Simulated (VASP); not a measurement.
Write the native input for VASP 6.6.1 that does the following.

| Quantity | Value |
| --- | --- |
| Task | single point |
| Functional | LDA |
| Potentials or basis | VASP PAW LDA potentials, release 64 (Ga_d, As) |
| Cutoff | 520 eV |
| k mesh | 8 × 8 × 8 |
| Occupations | gaussian, width 0.01 eV |
| Spin | no spin polarisation |
| Dipole correction | no |
| Further INCAR settings | ALGO = Normal; EDIFF = 1e-06; NBANDS = 16 |

The structure of GaAs lies in POSCAR:

```
GaAs
1.0
    0.0000000000      2.7776026006      2.7776026006
    2.7776026006      0.0000000000      2.7776026006
    2.7776026006      2.7776026006      0.0000000000
Ga As
1 1
Direct
    0.0000000000      0.0000000000      0.0000000000
    0.7500000000      0.7500000000      0.7500000000
```

One way to write it, as run:

INCAR

```
SYSTEM = GaAs
PREC = Accurate ; ENCUT = 520
EDIFF = 1E-6 ; ISMEAR = 0
SIGMA = 0.01 ; LREAL = .FALSE.
LASPH = .TRUE. ; NELM = 60
ALGO = Normal ; ISIF = 2
LWAVE = .FALSE. ; LCHARG = .TRUE.
GGA = CA ; LELF = .TRUE.
LVHAR = .TRUE. ; NBANDS = 16
```

KPOINTS

```
regular mesh
0
G
  8 8 8
  0 0 0
```

Potentials or basis: VASP PAW LDA potentials, release 64 (Ga_d, As).

Run with:

```bash
$ cat potpaw_LDA.64/Ga_d/POTCAR potpaw_LDA.64/As/POTCAR > POTCAR
$ mpirun -np 1 vasp_std > vasp.out
```

It gave:

```yaml
Pressure: 2.4 GPa
Band_gap_on_the_k_mesh: 0.73 eV, direct
```

It took 14 s on 1 thread of Intel(R) Xeon(R) Platinum 8559C (Emerald Rapids), on a shared host, peak memory 0.15 GiB.
